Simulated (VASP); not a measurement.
MgI2, 3 atoms in the cell. The structure is trigonal, space group P-3m1 (No. 164). The conventional cell has a = 4.252 Å, b = 4.252 Å, c = 7.894 Å, α = 90.00°, β = 90.00°, γ = 120.00°. Within 4.0 Å of Mg (site symmetry -3m) lie 6 I at 3.07 Å. Within 4.0 Å of I (site symmetry 3m) lie 3 Mg at 3.07 Å. 

- Program: VASP 6.6.1
- Task: single point
- Functional: PBE
- Potentials or basis: VASP PAW PBE potentials, release 64 (Mg, I)
- Cutoff: 520 eV
- k mesh: 6 × 6 × 4
- Occupations: gaussian, width 0.05 eV
- Spin: no spin polarisation
- Dipole correction: no
- Further INCAR settings: ALGO = Normal; EDIFF = 1e-06; NBANDS = 15

Potentials or basis: VASP PAW PBE potentials, release 64 (Mg, I).

Command:

```console
$ cat potpaw_PBE.64/Mg/POTCAR potpaw_PBE.64/I/POTCAR > POTCAR
$ mpirun -np 1 vasp_std > vasp.out
```

Hardware: 1 thread of AMD EPYC 9R45 96-Core Processor (Zen 5), with other jobs on the host.

**Question.** Estimate the wall time of this run.

**Answer.** Run time: 20 s on 1 thread of AMD EPYC 9R45 96-Core Processor (Zen 5) (shared host), peak memory 0.22 GiB. Counts: scf iterations 13, k points 24.
